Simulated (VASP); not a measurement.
Here is a VASP 6.6.1 calculation.

File INCAR:

```
SYSTEM = BaTiO3
PREC     = Accurate       ! precision mode
ENCUT    = 600            ! plane-wave cutoff, eV
EDIFF    = 1E-6           ! SCF threshold, eV
ISMEAR   = 0              ! smearing method
SIGMA    = 0.01           ! smearing width, eV
LREAL    = .FALSE.        ! projectors in reciprocal space
LASPH    = .TRUE.         ! aspherical terms in the spheres
NELM     = 100            ! most SCF steps
ALGO     = Normal         ! electronic algorithm
ISIF     = 3              ! what is computed and relaxed
LWAVE    = .FALSE.        ! write WAVECAR
LCHARG   = .FALSE.        ! write CHGCAR
GGA      = PS             ! functional
IBRION   = 2              ! ionic algorithm
NSW      = 80             ! ionic steps
EDIFFG   = -0.02          ! ionic threshold
PSTRESS  = 50.0
```

KPOINTS

```
Automatic mesh
0
G
  6 6 6
  0 0 0
```

File POSCAR:

```
BaTiO3
1.0
    2.8273700000      1.6323800000      2.3183900000
   -2.8273700000      1.6323800000      2.3183900000
    0.0000000000     -3.2647600000      2.3183900000
Ba Ti O
1 1 3
Direct
    0.0000000000      0.0000000000      0.0000000000
    0.4845000000      0.4845000000      0.4845000000
    0.5086000000      0.5086000000      0.0175000000
    0.0175000000      0.5086000000      0.5086000000
    0.5086000000      0.0175000000      0.5086000000
```

Potentials or basis: VASP PAW PBE potentials, release 64 (Ba_sv, Ti_sv, O).

Run with:

```bash
$ cat potpaw_PBE.64/Ba_sv/POTCAR potpaw_PBE.64/Ti_sv/POTCAR potpaw_PBE.64/O/POTCAR > POTCAR
$ mpirun -np 1 vasp_std > vasp.out
```

(1) What does it give for the space group after relaxing (to 0.1 Å)?

(2) Estimate the band gap on the k mesh.

(3) What does it give for the relaxed cell?

(4) Predict the relaxed volume.

## Answers

(1) R3m (No. 160).

(2) 2.05 eV (least direct gap 2.28 eV).

(3) a = 3.956 Å, b = 3.956 Å, c = 3.956 Å, α = 89.98°, β = 89.98°, γ = 89.98°.

(4) 12.38 Å³/atom.

Caveat: the cell is relaxed towards a set pressure, so the run minimises the enthalpy, not the energy; the PAW data sets were made with another functional, which shifts forces and pressure a little; spin-orbit coupling is left out, which moves the levels of the heavy elements.
